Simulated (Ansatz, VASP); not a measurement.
## Two plane-wave programs on C

INCAR

```
SYSTEM = C
ALGO = Normal ; EDIFF = 1E-6
ENCUT = 520 ; ISIF = 2
ISMEAR = 0 ; LASPH = .True.
LCHARG = .False. ; LREAL = .False.
LWAVE = .False. ; NBANDS = 11
NELM = 60 ; PREC = Accurate
SIGMA = 0.05
```

Contents of KPOINTS:

```
k-points
0
Gamma
  12 12 12
  0 0 0
```

Contents of POSCAR:

```
C
1.0
    0.0000000000      1.6961807435      1.9136311148
    1.6961807435      0.0000000000      1.9136311148
    1.6961807435      1.6961807435      0.0000000000
C
2
Direct
    0.5000000000      0.5000000000      0.5000000000
    0.7500000000      0.7500000000      0.7500000000
```

Input for Ansatz:

```yaml
crystal:
  lattice:
    - [0.0, 1.6961807435, 1.9136311148]
    - [1.6961807435, 0.0, 1.9136311148]
    - [1.6961807435, 1.6961807435, 0.0]
  atoms:
    - { symbol: C, position: [0.5, 0.5, 0.5] }
    - { symbol: C, position: [0.75, 0.75, 0.75] }
basis:
  ecutwfc: 520.0
kpoints:
  mp_grid: { grid: [12, 12, 12] }
hamiltonian:
  xc: lda
  pseudopotentials: { kind: paw, azcp: { folder: soft_1 } }
scf:
  occupations: { method: gaussian, width: 0.05 }
output:
  forces: true
  stress: true
  eigenvalues: true
```

Alike in both runs: task single point; functional LDA; k mesh 12 × 12 × 12; occupations gaussian, width 0.05 eV; no spin polarisation.

|  | VASP | Ansatz |
| --- | --- | --- |
| version | VASP 6.6.1 | Ansatz 0.2.0 |
| potentials or method | VASP PAW LDA potentials, release 64 (C), cutoff 520 eV | scalar-relativistic, plane waves, PAW |
| valence electrons in the cell | 8 | 8 |

|  | VASP | Ansatz | Ansatz less VASP |
| --- | --- | --- | --- |
| gap on the k mesh at the Fermi level (eV) | 2.67 | 2.68 | +0.011 |
| least direct gap on the mesh (eV) | 4.57 | 4.56 | -0.002 |
| pressure (GPa) | 2.0 | 0.4 | -1.66 |
| traceless stress, the component that is largest in VASP (GPa) | -85.81 | -85.93 | -0.119 |

Ansatz warns that its potentials were made for another functional, while VASP's fit it. LDA's correlation is that of Perdew and Zunger in VASP and of Perdew and Wang (1992) in Ansatz.
